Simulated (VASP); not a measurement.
A run of VASP 6.6.1:

File INCAR:

```
PREC     = Accurate       # precision mode
ENCUT    = 500            # plane-wave cutoff, eV
EDIFF    = 1E-6           # SCF threshold, eV
ISMEAR   = 0              # smearing method
SIGMA    = 0.1            # smearing width, eV
LREAL    = False          # projectors in reciprocal space
LASPH    = True           # aspherical terms in the spheres
NELM     = 120            # most SCF steps
ALGO     = Normal         # electronic algorithm
ISIF     = 2              # what is computed and relaxed
LWAVE    = False          # write WAVECAR
LCHARG   = False          # write CHGCAR
GGA      = PE             # functional
NBANDS   = 19             # bands
GGA_COMPAT= False
```

Contents of KPOINTS:

```
regular mesh
0
Gamma
  6 6 4
```

The input POSCAR:

```
Zr
1.0
    3.2319982225      0.0000000000      0.0000000000
   -1.6159991112      2.7989925656      0.0000000000
    0.0000000000      0.0000000000      5.1470000000
Zr
2
Direct
    0.3333333333      0.6666666667      0.2500000000
    0.6666666667      0.3333333333      0.7500000000
```

Potentials or basis: VASP PAW PBE potentials, release 64 (Zr_sv).

Run with:

```console
$ cat potpaw_PBE.64/Zr_sv/POTCAR > POTCAR
$ mpirun -np 1 vasp_std > vasp.out
```

Hardware: 1 thread of Intel Xeon 6975P-C (shared host).

Estimate the wall time of this run.

Wall time 12 s on 1 thread of Intel Xeon 6975P-C (shared host), peak memory 0.16 GiB. Counts: scf iterations 11, k points 21.
